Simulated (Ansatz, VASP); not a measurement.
**One calculation of Co, two programs**

The input INCAR:

```
SYSTEM = Co
PREC = Accurate
ENCUT = 520
EDIFF = 1E-7
ISMEAR = -1
SIGMA = 0.05
LREAL = .FALSE.
LASPH = .TRUE.
NELM = 150
ALGO = Normal
ISIF = 2
LWAVE = .FALSE.
LCHARG = .FALSE.
ISPIN = 2
MAGMOM = 1.714 1.714
LORBIT = 11
LMAXMIX = 4
GGA = RE
NBANDS = 20
```

File KPOINTS:

```
Automatic mesh
0
G
  23 23 13
  0 0 0
```

File POSCAR:

```
Co
1.0
    2.6089776473      0.0000000000      0.0000000000
   -1.3044888236      2.2594409204      0.0000000000
    0.0000000000      0.0000000000      4.2123601806
Co
2
Direct
    0.3333333333      0.6666666667      0.2500000000
    0.6666666667      0.3333333333      0.7500000000
```

Input for Ansatz:

```yaml
crystal:
  lattice:
    - [2.6089786406, 0.0, 0.0]
    - [-1.3044893203, 2.2594417807, 0.0]
    - [0.0, 0.0, 4.2123605802]
  atoms:
    - { symbol: Co, position: [0.3333333333, 0.6666666667, 0.25], spin: 1.714 }
    - { symbol: Co, position: [0.6666666667, 0.3333333333, 0.75], spin: 1.714 }
hamiltonian:
  xc: revpbe
  pseudopotentials:
    kind: paw
    azcp:
      Co: "pseudopotentials/Co.paw.azcp"
basis:
  ecutwfc: 420
  fft_grid_basis: typed
kpoints:
  mp_grid: { grid: [23, 23, 13], shift: [0, 0, 0] }
magnetization:
  spin_polarized: true
scf:
  occupations: { method: fermi_dirac, width: 0.05 }
output:
  stress: true
```

Alike in both runs: task single point; functional revPBE; k mesh 23 × 23 × 13; occupations fermi-dirac, width 0.05 eV; collinear spin.

|  | VASP | Ansatz |
| --- | --- | --- |
| version | VASP 6.6.1 | Ansatz 0.2.0 |
| potentials or method | VASP PAW PBE potentials, release 64 (Co), cutoff 520 eV | plane waves (420 eV) with PAW, scalar-relativistic |
| valence electrons in the cell | 18 | 34 |

VASP gave:

| Property | Result |
| --- | --- |
| pressure (GPa) | -17.2 |
| traceless stress, the component that is largest in VASP (GPa) | 0.35 |
| net moment per atom (μB) | 1.71 |
| size of the moment on the site where the two differ most (μB) | 1.76 |

Question: What did Ansatz give for the same quantities?

Answer: Pressure (GPa): -17.2; traceless stress, the component that is largest in VASP (GPa): 0.53; net moment per atom (μB): 1.72; size of the moment on the site where the two differ most (μB): 1.82.

VASP's potentials were made for PBE, not for revPBE. Site moments also hang on the region over which each program counts them. The functional is the same, so the differences come from potentials, cutoffs and numerics. VASP's potentials hold 18 valence electrons a cell and Ansatz's 34, so a difference there can come from the potentials and not from the codes.
